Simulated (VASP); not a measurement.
# B (Cmcm) in VASP: single point with PBE

Aim: the single point of B with PBE.

Everything below comes from runs of VASP 6.6.1. Logs are shortened: lines on timing, memory, paths and dates and some standing lists are left out, and cuts for length are marked.

## 1. The cell of the first run

Symmetry: Cmcm, No. 63, orthorhombic system. Conventional cell: a = 1.625 Å, b = 7.732 Å, c = 2.865 Å, α = 90.00°, β = 90.00°, γ = 90.00°. Within 2.2 Å of B (site symmetry m2m) lie 6 B at 1.63 to 1.86 Å.

## 2. Single point, PBE

File INCAR:

```
SYSTEM = B
PREC     = Accurate       ! precision mode
ENCUT    = 520            ! plane-wave cutoff, eV
EDIFF    = 1E-6           ! SCF threshold, eV
ISMEAR   = -1             ! smearing method
SIGMA    = 0.1            ! smearing width, eV
LREAL    = .FALSE.        ! projectors in reciprocal space
LASPH    = .TRUE.         ! aspherical terms in the spheres
NELM     = 80             ! most SCF steps
ALGO     = Normal         ! electronic algorithm
ISIF     = 2              ! what is computed and relaxed
LWAVE    = .FALSE.        ! write WAVECAR
LCHARG   = .FALSE.        ! write CHGCAR
GGA      = PE             ! functional
NBANDS   = 10             ! bands
ISYM     = 0
```

File KPOINTS:

```
regular mesh
0
G
  17 17 12
  0 0 0
```

File POSCAR:

```
B
1.0
   -2.6408695274      2.8263200874      0.8019938880
    2.8263200874     -2.6408695274      0.8019938880
    1.9994066046      1.9994066046     -0.4623408477
B
2
Direct
    0.0697033925      0.9302966075      1.0000000000
    0.6802966075      0.3197033925      0.5000000000
```

Potentials or basis: VASP PAW PBE potentials, release 64 (B).

On the command line:

```sh
> cat potpaw_PBE.64/B/POTCAR > POTCAR
> mpirun -np 1 vasp_std > vasp.out
```

OUTCAR:

```text
SYSTEM = B
   PREC = Accurate
   ENCUT = 520
   EDIFF = 1E-6
   ISMEAR = -1
   LREAL = .FALSE.
   LASPH = .TRUE.
   NELM = 80
   ISIF = 2
   GGA = PE
   ISYM = 0

 ion  position               nearest neighbor table
   1  0.070  0.930  0.000-   2 1.86   2 1.86   2 1.86   2 1.86
   2  0.680  0.320  0.500-   1 1.86   1 1.86   1 1.86   1 1.86

IMPORTANT INFORMATION: All symmetrisations will be switched off!
NOSYMM: (Re-)initialisation of all symmetry stuff for point group C_1.

----------------------------------------------------------------------------------------

                                     Primitive cell

  volume of cell :      18.0022

  direct lattice vectors                    reciprocal lattice vectors
    -2.640869527  2.826320087  0.801993888    -0.021249105  0.161660227  0.607212033
     2.826320087 -2.640869527  0.801993888     0.161660227 -0.021249105  0.607212033
     1.999406605  1.999406605 -0.462340848     0.243562434  0.243562434 -0.056320616

  length of vectors
     3.950376095  3.950376095  2.865137449     0.628722520  0.628722520  0.349023395

  position of ions in fractional coordinates (direct lattice)
     0.069703393  0.930296607  0.000000000
     0.680296607  0.319703393  0.500000000

  ion indices of the primitive-cell ions
   primitive index   ion index
                 1           1
                 2           2

----------------------------------------------------------------------------------------

 KPOINTS: regular mesh

Automatic generation of k-mesh.
 Grid dimensions read from file:
 generate k-points for:   17   17   12

 Generating k-lattice:

  Cartesian coordinates                     Fractional coordinates (reciprocal lattice)
    -0.001249947  0.009509425  0.035718355     0.058823529  0.000000000  0.000000000
     0.009509425 -0.001249947  0.035718355     0.000000000  0.058823529  0.000000000
     0.020296870  0.020296870 -0.004693385    -0.000000000 -0.000000000  0.083333333

  Length of vectors
     0.036983678  0.036983678  0.029085283

  Shift w.r.t. Gamma in fractional coordinates (k-lattice)
     0.000000000  0.000000000  0.000000000

 Subroutine IBZKPT returns following result:
 ===========================================

 Found   1735 irreducible k-points:

 Following reciprocal coordinates:
            Coordinates               Weight
  0.000000  0.000000  0.000000      1.000000
  0.058824  0.000000  0.000000      2.000000
  0.000000  0.058824  0.000000      2.000000
  0.117647  0.000000  0.000000      2.000000
[... 45 lines left out ...]
   ISIF   =      2    stress and relaxation
   ISYM   =      0    0-nonsym 1-usesym 2-fastsym
   POTIM  = 0.5000    time-step for ionic-motion
   TEBEG  =    0.0;   TEEND  =   0.0 temperature during run
   PSTRESS=    0.0 pullay stress
   NELECT =       6.0000    total number of electrons
   NUPDOWN=      -1.0000    fix difference up-down
   EMIN   =  10.00;   EMAX   =-10.00  energy-range for DOS
   EFERMI =   0.00;   METHOD = LEGACY
   ISMEAR =    -1;   SIGMA  =   0.10  broadening in eV -4-tet -1-fermi 0-gaus
   EFERMI_NEDOS =   21; number of points for ismear=-14 and -15
   IALGO  =     38    algorithm
   IMIX   =      4    mixing-type and parameters
     AMIX     =   0.40;   BMIX     =  1.00
     AMIX_MAG =   1.60;   BMIX_MAG =  1.00
  volume/ion in A,a.u.               =       9.00        60.74
  Fermi-wavevector in a.u.,A,eV,Ry     =   1.135055  2.144943 17.529068  1.288350
  Thomas-Fermi vector in A             =   2.271760
   LORBIT       =      0    0 simple, 1 ext, 2 COOP (PROOUT), +10 PAW based schemes
   GGA     = PE    functional components
   LHFCALC =     F    Hartree Fock is set to
   AEXX    =    0.0000 exact exchange contribution
   IVDW    =     0    specifies the selected vdW correction
   LEPSILON=     F    determine dielectric tensor
   LRPA    =     F    only Hartree local field effects (RPA)
 non-spin polarized calculation
  energy-cutoff  :      520.00
  volume of cell :       18.00
 maximum number of plane-waves:       499
 NGX is ok and might be reduce to    30
   NGX = 15   NGY = 15   NGZ = 11

 number of electron       6.0000000 magnetization

 Free energy of the ion-electron system (eV)
  ---------------------------------------------------
  ext. energy  EPLUGINS =         0.00000000
  ---------------------------------------------------
  free energy    TOTEN  =       -12.46224511 eV

  energy without entropy =      -12.45179946  energy(sigma->0) =      -12.45702229

 E-fermi :   4.4475     XC(G=0): -10.3905

 val. band max:        4.4426404360   @ k =  -0.1176  -0.1765  -0.4167
 cond. band min:       4.4824403409   @ k =   0.2353  -0.2941  -0.0833
 fundamental gap:      0.0397999049
 Fermi energy:         4.4474666224

 k-point     1 :       0.0000    0.0000    0.0000
  band No.  band energies     occupation
      1     -11.6446      2.00000
      2      -1.2976      2.00000
      3      -0.8263      2.00000
      4       2.0524      2.00000
      5       7.4453      0.00000
      6      12.8113      0.00000
      7      16.1376      0.00000
      8      20.7164      0.00000
      9      22.8412      0.00000
     10      26.5600      0.00000
[... 287 lines left out ...]
 k-point    24 :       0.0588    0.2353    0.0000
  band No.  band energies     occupation
      1      -8.2267      2.00000
      2       1.0407      2.00000
      3       3.7994      1.99694
      4       6.6493      0.00000
      5       7.9784      0.00000
      6      15.7260      0.00000
      7      16.0779      0.00000
      8      16.6682      0.00000
      9      21.8940      0.00000
     10      24.5897      0.00000

 [... further k-points ...]

------------------------ aborting loop because EDIFF is reached ----------------------------------------

  FORCE on cell =-STRESS in cart. coord.  units (eV):
  Direction    XX          YY          ZZ          XY          YZ          ZX
  --------------------------------------------------------------------------------------
  -------------------------------------------------------------------------------------
  Total       -0.0044592     -0.0044589      0.0025280      0.0027355      0.0005328      0.0005330
  in kB       -0.3968620     -0.3968378      0.2249919      0.2434610      0.0474225      0.0474397
  external PRESSURE =      -0.1895693 kB  Pullay stress =       0.0000000 kB

 VOLUME and BASIS-vectors are now :
 -----------------------------------------------------------------------------
  energy-cutoff  :      520.00
  volume of cell :       18.00
      direct lattice vectors                 reciprocal lattice vectors
    -2.640869527  2.826320087  0.801993888    -0.021249105  0.161660227  0.607212033
     2.826320087 -2.640869527  0.801993888     0.161660227 -0.021249105  0.607212033
     1.999406605  1.999406605 -0.462340848     0.243562434  0.243562434 -0.056320616

 POSITION                                       TOTAL-FORCE (eV/Angst)
 -----------------------------------------------------------------------------------
      2.44524     -2.25979      0.80199        -0.002188      0.002188      0.000000
      0.10671      2.07814      0.57082         0.002188     -0.002188     -0.000000
 -----------------------------------------------------------------------------------
    total drift:                               -0.000000      0.000000     -0.000000

  FREE ENERGIE OF THE ION-ELECTRON SYSTEM (eV)
  ---------------------------------------------------
  free  energy   TOTEN  =       -12.4622451140 eV

  energy  without entropy=      -12.4517994611  energy(sigma->0) =      -12.45702229
```

It took 11 min on 1 thread of Oxide Virtual Turin-like, shared host; peak memory 0.33 GiB.

What came out:

| Item | Value |
| --- | --- |
| Free energy | -12.4622 eV |
| Pressure | 0.0 GPa |
| Largest force | 0.003 eV/Å |
| Band gap on the k mesh | zero (bands 3 and 4 overlap by 10.33 eV) |

Forces on the atoms (eV/Å):
```
B   -0.002  0.002  0.000
B    0.002 -0.002  0.000
```

The gap in the log of VASP goes by the Fermi energy; the results here count the filled bands.